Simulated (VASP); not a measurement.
A run of VASP 6.6.1 is set up as follows.

Contents of INCAR:

```
PREC = Accurate
ENCUT = 520
EDIFF = 1E-7
ISMEAR = 0
SIGMA = 0.05
LREAL = F
LASPH = T
NELM = 150
ALGO = Normal
ISIF = 2
LWAVE = F
LCHARG = F
LMAXMIX = 4
LDAU = T
LDAUTYPE = 2
LDAUL = 2 -1
LDAUU = 4 0
LDAUJ = 0 0
LDAUPRINT = 1
GGA = PE
IVDW = 12
NBANDS = 19
```

KPOINTS

```
regular mesh
0
Gamma
  12 12 12
```

The input POSCAR:

```
TiO2
1.0
    1.5040368431      0.8683560762      4.8863028513
   -1.5040368431      0.8683560762      4.8863028513
    0.0000000000     -1.7367121525      4.8863028513
Ti O
1 2
Direct
    0.0000000000      0.0000000000      0.0000000000
    0.6016535052      0.6016535052      0.6016535052
    0.3983464948      0.3983464948      0.3983464948
```

Potentials or basis: VASP PAW PBE potentials, release 64 (Ti_sv, O).

Run with:

```sh
$ cat potpaw_PBE.64/Ti_sv/POTCAR potpaw_PBE.64/O/POTCAR > POTCAR
$ mpirun -np 1 vasp_std > vasp.out
```

Problem. What does it give for the largest force?

Solution. 0.393 eV/Å.

Problem. Estimate the band gap on the k mesh.

Solution. 3.00 eV, indirect (least direct gap 3.32 eV).

Stress tensor (GPa, compression positive):
```
3.93 0.00 0.00
0.00 3.93 0.00
0.00 0.00 2.98
```

A k mesh can miss the band edges.
